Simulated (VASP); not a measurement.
# Si in VASP: single point with PBE

Aim: the single point of Si with PBE.

All numbers are computed with VASP 6.6.1; they aren't measurements. Logs are shortened: lines on timing, memory, paths and dates and some standing lists are left out, and cuts for length are marked.

## (1) The cell of the first run

The cell holds a slab with vacuum, 6 atoms: a = 3.869 Å, b = 3.869 Å, c = 23.107 Å, α = 90.00°, β = 90.00°, γ = 120.00°.

## (2) Single point, PBE

Input file INCAR:

```
PREC     = Accurate       # precision mode
ENCUT    = 520            # plane-wave cutoff, eV
EDIFF    = 1E-6           # SCF threshold, eV
ISMEAR   = -1             # smearing method
SIGMA    = 0.02           # smearing width, eV
LREAL    = F              # projectors in reciprocal space
LASPH    = T              # aspherical terms in the spheres
NELM     = 100            # most SCF steps
ALGO     = Normal         # electronic algorithm
ISIF     = 2              # what is computed and relaxed
LWAVE    = F              # write WAVECAR
LCHARG   = F              # write CHGCAR
GGA      = PE             # functional
NBANDS   = 21             # bands
```

Input file KPOINTS:

```
regular mesh
0
Gamma
  9 9 1
```

Input file POSCAR:

```
Si
1.0
    3.8685410222      0.0000000000      0.0000000000
   -1.9342705111      3.3502548008      0.0000000000
    0.0000000000      0.0000000000     23.1070000000
Si
6
Direct
    0.0000000000      0.0000000000      0.3485729280
    0.3333333333      0.6666666667      0.3781042120
    0.3333333333      0.6666666667      0.4834596511
    0.6666666667      0.3333333333      0.5165403486
    0.6666666667      0.3333333333      0.6218957903
    0.0000000000      0.0000000000      0.6514270684
```

Potentials or basis: VASP PAW PBE potentials, release 64 (Si).

Command:

```sh
$ cat potpaw_PBE.64/Si/POTCAR > POTCAR
$ mpirun -np 1 vasp_std > vasp.out
```

OUTCAR:

```text
PREC = Accurate
   ENCUT = 520
   EDIFF = 1E-6
   ISMEAR = -1
   LREAL = F
   LASPH = T
   NELM = 100
   ISIF = 2
   GGA = PE

 ion  position               nearest neighbor table
   1  0.000  0.000  0.349-   2 2.34   2 2.34   2 2.34
   2  0.333  0.667  0.378-   1 2.34   1 2.34   1 2.34   3 2.43
   3  0.333  0.667  0.483-   4 2.36   4 2.36   4 2.36   2 2.43
   4  0.667  0.333  0.517-   3 2.36   3 2.36   3 2.36   5 2.43
   5  0.667  0.333  0.622-   6 2.34   6 2.34   6 2.34   4 2.43
   6  0.000  0.000  0.651-   5 2.34   5 2.34   5 2.34

  LATTYP: Found a hexagonal cell.
 ALAT       =     3.8685410222
 C/A-ratio  =     5.9730528557

  Lattice vectors:

 A1 = (   3.8685410222,   0.0000000000,   0.0000000000)
 A2 = (  -1.9342705111,   3.3502548008,   0.0000000000)
 A3 = (   0.0000000000,   0.0000000000,  23.1070000000)

Analysis of symmetry for initial positions (statically):
=====================================================================
 Subroutine PRICEL returns:
 Original cell was already a primitive cell.

 Routine SETGRP: Setting up the symmetry group for a
 hexagonal supercell.

 Subroutine GETGRP returns: Found 12 space group operations
 (whereof 12 operations were pure point group operations)
 out of a pool of 24 trial point group operations.

The static configuration has the point symmetry D_3d.

Analysis of symmetry for dynamics (positions and initial velocities):
=====================================================================
 Subroutine PRICEL returns:
 Original cell was already a primitive cell.

 Routine SETGRP: Setting up the symmetry group for a
 hexagonal supercell.

 Subroutine GETGRP returns: Found 12 space group operations
 (whereof 12 operations were pure point group operations)
 out of a pool of 24 trial point group operations.

The dynamic configuration has the point symmetry D_3d.

 Subroutine INISYM returns: Found 12 space group operations
 (whereof 12 operations are pure point group operations),
 and found     1 'primitive' translations

----------------------------------------------------------------------------------------

                                     Primitive cell

  volume of cell :     299.4805

  direct lattice vectors                    reciprocal lattice vectors
     3.868541022  0.000000000  0.000000000     0.258495385  0.149242380  0.000000000
    -1.934270511  3.350254801  0.000000000     0.000000000  0.298484760  0.000000000
     0.000000000  0.000000000 23.107000000     0.000000000  0.000000000  0.043276929

  length of vectors
     3.868541022  3.868541022 23.107000000     0.298484760  0.298484760  0.043276929

  position of ions in fractional coordinates (direct lattice)
     0.000000000  0.000000000  0.348572928
     0.333333333  0.666666667  0.378104212
     0.333333333  0.666666667  0.483459651
     0.666666667  0.333333333  0.516540349
     0.666666667  0.333333333  0.621895790
     0.000000000  0.000000000  0.651427068

  ion indices of the primitive-cell ions
   primitive index   ion index
                 1           1
                 2           2
                 3           3
                 4           4
                 5           5
                 6           6

----------------------------------------------------------------------------------------

 KPOINTS: regular mesh

Automatic generation of k-mesh.
 Grid dimensions read from file:
 generate k-points for:    9    9    1

 Generating k-lattice:

  Cartesian coordinates                     Fractional coordinates (reciprocal lattice)
     0.028721709  0.016582487  0.000000000     0.111111111 -0.000000000  0.000000000
     0.000000000  0.033164973  0.000000000     0.000000000  0.111111111  0.000000000
     0.000000000  0.000000000  0.043276929     0.000000000  0.000000000  1.000000000

  Length of vectors
     0.033164973  0.033164973  0.043276929

  Shift w.r.t. Gamma in fractional coordinates (k-lattice)
     0.000000000  0.000000000  0.000000000

 Subroutine IBZKPT returns following result:
 ===========================================

 Found     12 irreducible k-points:

 Following reciprocal coordinates:
            Coordinates               Weight
  0.000000  0.000000  0.000000      1.000000
  0.111111 -0.000000  0.000000      6.000000
  0.222222 -0.000000  0.000000      6.000000
  0.333333 -0.000000  0.000000      6.000000
  0.444444 -0.000000  0.000000      6.000000
  0.111111  0.111111  0.000000      6.000000
  0.222222  0.111111  0.000000     12.000000
  0.333333  0.111111  0.000000     12.000000
  0.444444  0.111111  0.000000      6.000000
  0.222222  0.222222  0.000000      6.000000
  0.333333  0.222222  0.000000     12.000000
  0.333333  0.333333  0.000000      2.000000
   k-points           NKPTS =     12   k-points in BZ     NKDIM =     12   number of bands    NBANDS=     21
   number of dos      NEDOS =    301   number of ions     NIONS =      6
   total plane-waves  NPLWV = 162000
   dimension x,y,z NGX =    30 NGY =   30 NGZ =  180
   dimension x,y,z NGXF=    60 NGYF=   60 NGZF=  360
   ions per type =               6
   NGX,Y,Z   is equivalent  to a cutoff of  12.89, 12.89, 12.95 a.u.
   NGXF,Y,Z  is equivalent  to a cutoff of  25.78, 25.78, 25.90 a.u.
 SYSTEM =  unknown system
   PREC   = accura    normal or accurate (medium, high low for compatibility)
   ISTART =      0    job   : 0-new  1-cont  2-samecut
   ICHARG =      2    charge: 1-file 2-atom 10-const
   ISPIN  =      1    spin polarized calculation?
   LNONCOLLINEAR =      F non collinear calculations
   LSORBIT =      F    spin-orbit coupling
   LASPH  =      T    aspherical Exc in radial PAW
   ENCUT  =  520.0 eV  38.22 Ry    6.18 a.u.   7.19  7.19 42.96*2*pi/ulx,y,z
   NELM   =    100;   NELMIN=  2; NELMDL= -5     # of ELM steps
   EDIFF  = 0.1E-05   stopping-criterion for ELM
   LREAL  =      F    real-space projection
   EDIFFG = 0.1E-04   stopping-criterion for IOM
   NSW    =      0    number of steps for IOM
   IBRION =     -1    ionic relax: 0-MD 1-quasi-New 2-CG
   NFREE  =      0    steps in history (QN), initial steepest desc. (CG)
   ISIF   =      2    stress and relaxation
   ISYM   =      2    0-nonsym 1-usesym 2-fastsym
   POTIM  = 0.5000    time-step for ionic-motion
   TEBEG  =    0.0;   TEEND  =   0.0 temperature during run
   PSTRESS=    0.0 pullay stress
   NELECT =      24.0000    total number of electrons
   NUPDOWN=      -1.0000    fix difference up-down
   EMIN   =  10.00;   EMAX   =-10.00  energy-range for DOS
   EFERMI =   0.00;   METHOD = LEGACY
   ISMEAR =    -1;   SIGMA  =   0.02  broadening in eV -4-tet -1-fermi 0-gaus
   EFERMI_NEDOS =   21; number of points for ismear=-14 and -15
   IALGO  =     38    algorithm
   IMIX   =      4    mixing-type and parameters
     AMIX     =   0.40;   BMIX     =  1.00
     AMIX_MAG =   1.60;   BMIX_MAG =  1.00
  volume/ion in A,a.u.               =      49.91       336.83
  Fermi-wavevector in a.u.,A,eV,Ry     =   0.705812  1.333791  6.778022  0.498171
  Thomas-Fermi vector in A             =   1.791424
   LORBIT       =      0    0 simple, 1 ext, 2 COOP (PROOUT), +10 PAW based schemes
   GGA     = PE    functional components
   LHFCALC =     F    Hartree Fock is set to
   AEXX    =    0.0000 exact exchange contribution
   IVDW    =     0    specifies the selected vdW correction
   LEPSILON=     F    determine dielectric tensor
   LRPA    =     F    only Hartree local field effects (RPA)
 non-spin polarized calculation
  energy-cutoff  :      520.00
  volume of cell :      299.48
 maximum number of plane-waves:      8103
 NGX is ok and might be reduce to    30
   NGX = 15   NGY = 15   NGZ = 85

 number of electron      24.0000002 magnetization

 Free energy of the ion-electron system (eV)
  ---------------------------------------------------
  ext. energy  EPLUGINS =         0.00000000
  ---------------------------------------------------
  free energy    TOTEN  =       -30.15769795 eV

  energy without entropy =      -30.15028904  energy(sigma->0) =      -30.15399349

 E-fermi :  -0.5182     XC(G=0):  -4.4790

 val. band max:       -0.5817069948   @ k =   0.2222   0.1111   0.0000
 cond. band min:      -0.5177424732   @ k =   0.4444   0.1111   0.0000
 fundamental gap:      0.0639645216
 Fermi energy:        -0.5181649759

 k-point     1 :       0.0000    0.0000    0.0000
  band No.  band energies     occupation
      1     -12.1215      2.00000
      2     -11.4298      2.00000
      3     -10.5406      2.00000
      4      -6.2622      2.00000
      5      -4.0593      2.00000
      6      -1.6584      2.00000
[... 13 lines left out ...]
     20       2.8286      0.00000
     21       2.8605      0.00000

 k-point     2 :       0.1111   -0.0000    0.0000
  band No.  band energies     occupation
      1     -11.9802      2.00000
      2     -11.2889      2.00000
      3     -10.3990      2.00000
      4      -6.2033      2.00000
      5      -4.0479      2.00000
      6      -2.6860      2.00000
[... 13 lines left out ...]
     20       3.1651      0.00000
     21       3.2195      0.00000

 k-point     3 :       0.2222   -0.0000    0.0000
  band No.  band energies     occupation
      1     -11.5630      2.00000
      2     -10.8742      2.00000
      3      -9.9822      2.00000
      4      -6.1971      2.00000
      5      -4.6587      2.00000
      6      -3.9421      2.00000
[... 13 lines left out ...]
     20       4.4097      0.00000
     21       4.4439      0.00000
[... 169 lines left out ...]
 k-point    11 :       0.3333    0.2222    0.0000
  band No.  band energies     occupation
      1      -9.7427      2.00000
      2      -9.2162      2.00000
      3      -8.3150      2.00000
      4      -7.7894      2.00000
      5      -7.2518      2.00000
      6      -6.8003      2.00000
[... 13 lines left out ...]
     20       4.3300      0.00000
     21       5.0694      0.00000

 k-point    12 :       0.3333    0.3333    0.0000
  band No.  band energies     occupation
      1      -9.1376      2.00000
      2      -9.1376      2.00000
      3      -8.0031      2.00000
      4      -7.9686      2.00000
      5      -7.3533      2.00000
      6      -7.3533      2.00000
[... 13 lines left out ...]
     20       5.3658      0.00000
     21       5.3658      0.00000

------------------------ aborting loop because EDIFF is reached ----------------------------------------

  FORCE on cell =-STRESS in cart. coord.  units (eV):
  Direction    XX          YY          ZZ          XY          YZ          ZX
  --------------------------------------------------------------------------------------
  -------------------------------------------------------------------------------------
  Total       -0.2905118     -0.2905118     -0.0535024     -0.0000000     -0.0000000      0.0000000
  in kB       -1.5541957     -1.5541957     -0.2862301     -0.0000000     -0.0000000      0.0000000
  external PRESSURE =      -1.1315405 kB  Pullay stress =       0.0000000 kB

 VOLUME and BASIS-vectors are now :
 -----------------------------------------------------------------------------
  energy-cutoff  :      520.00
  volume of cell :      299.48
      direct lattice vectors                 reciprocal lattice vectors
     3.868541022  0.000000000  0.000000000     0.258495385  0.149242380  0.000000000
    -1.934270511  3.350254801  0.000000000     0.000000000  0.298484760  0.000000000
     0.000000000  0.000000000 23.107000000     0.000000000  0.000000000  0.043276929

 POSITION                                       TOTAL-FORCE (eV/Angst)
 -----------------------------------------------------------------------------------
      0.00000      0.00000      8.05447         0.000000      0.000000      0.007271
     -0.00000      2.23350      8.73685        -0.000000     -0.000000     -0.001618
     -0.00000      2.23350     11.17130        -0.000000      0.000000      0.000165
      1.93427      1.11675     11.93570         0.000000     -0.000000     -0.000165
      1.93427      1.11675     14.37015        -0.000000      0.000000      0.001618
      0.00000      0.00000     15.05253        -0.000000      0.000000     -0.007271
 -----------------------------------------------------------------------------------
    total drift:                                0.000000     -0.000000      0.000008

  FREE ENERGIE OF THE ION-ELECTRON SYSTEM (eV)
  ---------------------------------------------------
  free  energy   TOTEN  =       -30.1576979486 eV

  energy  without entropy=      -30.1502890372  energy(sigma->0) =      -30.15399349
```

Run time: 96 s. Hardware: 1 thread of Intel Xeon 6975P-C (Granite Rapids), shared host; peak memory 0.39 GiB.

What came out:

| Item | Value |
| --- | --- |
| Free energy | -30.1577 eV |
| Largest force | 0.007 eV/Å |
| Band gap on the k mesh | zero (band 12 reaches -0.50 eV, above the bottom of band 13 at -0.52 eV) |

Forces on the atoms (eV/Å):
```
Si   0.000  0.000  0.007
Si   0.000  0.000 -0.002
Si   0.000  0.000  0.000
Si   0.000  0.000  0.000
Si   0.000  0.000  0.002
Si   0.000  0.000 -0.007
```
